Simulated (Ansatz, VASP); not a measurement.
**Ir: VASP beside Ansatz**

```
CELL_PARAMETERS angstrom
0.00000 1.92349 1.92349
1.92349 0.00000 1.92349
1.92349 1.92349 0.00000
ATOMIC_POSITIONS crystal
Ir 0.00000 0.00000 0.00000
```

Alike in both runs: task single point; functional PBE; k mesh 20 × 20 × 20; occupations fermi-dirac, width 0.15 eV; no spin polarisation.

```csv
,VASP,Ansatz
version,VASP 6.6.1,Ansatz 0.2.0
potentials or method,"VASP PAW PBE potentials, release 64 (Ir), cutoff 520 eV","scalar-relativistic, plane waves, PAW"
valence electrons in the cell,9,17
```

```tsv
	VASP	Ansatz	Ansatz less VASP
gap on the k mesh at the Fermi level (eV)	none	none	-
pressure (GPa)	7.9	7.3	-0.59
```

A gap of «none» marks a metal or a gap that the smearing closes. VASP's potentials hold 9 valence electrons a cell and Ansatz's 17, so a difference there can come from the potentials and not from the codes.

Neither program's run includes spin-orbit coupling.
